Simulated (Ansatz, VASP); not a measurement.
**Two plane-wave programs on CuI**

The input INCAR:

```
ALGO = Normal
EDIFF = 1E-6
ENCUT = 520
GGA = PS
ISIF = 2
ISMEAR = -1
LASPH = True
LCHARG = True
LELF = True
LREAL = False
LVHAR = True
LWAVE = False
NBANDS = 16
NELM = 80
PREC = Accurate
SIGMA = 0.02
```

Contents of KPOINTS:

```
k-points
0
Gamma
  6 6 6
```

File POSCAR:

```
CuI
1.0
    4.2871880000      0.0000000000      0.0000000000
    2.1435940000      3.7128137188      0.0000000000
    2.1435940000      1.2376045729      3.5004743438
Cu I
1 1
Direct
    0.2500000000      0.2500000000      0.2500000000
    0.0000000000      0.0000000000      0.0000000000
```

Input for Ansatz:

```yaml
crystal:
  lattice:
    - [4.287188, 0.0, 0.0]
    - [2.1435940000000007, 3.7128137187998003, 0.0]
    - [2.1435940000000007, 1.237604572933267, 3.5004743437943757]
  atoms:
    - { symbol: Cu, position: [0.24999999999999994, 0.24999999999999997, 0.25] }
    - { symbol: I, position: [0.0, 0.0, 0.0] }
basis:
  ecutwfc: 517.016338673772
kpoints:
  mp_grid:
    grid: [6, 6, 6]
    shift: [0.0, 0.0, 0.0]
hamiltonian:
  xc: pbesol
scf:
  max_iter: 90
  occupations:
    method: fermi_dirac
    width: 0.02
output:
  forces: true
  stress: true
```

Alike in both runs: task single point; functional PBEsol; k mesh 6 × 6 × 6; occupations fermi-dirac, width 0.02 eV; no spin polarisation.

|  | VASP | Ansatz |
| --- | --- | --- |
| version | VASP 6.6.1 | Ansatz 0.2.0 |
| potentials or method | VASP PAW PBE potentials, release 64 (Cu, I), cutoff 520 eV | plane waves, PAW |
| valence electrons in the cell | 18 | 36 |

```tsv
	VASP	Ansatz	Ansatz less VASP
pressure (GPa)	-2.1	-2.6	-0.44
```

VASP's potentials were made for PBE, not for PBEsol. VASP's potentials hold 18 valence electrons a cell and Ansatz's 36, so a difference there can come from the potentials and not from the codes.

Neither program's run includes spin-orbit coupling.
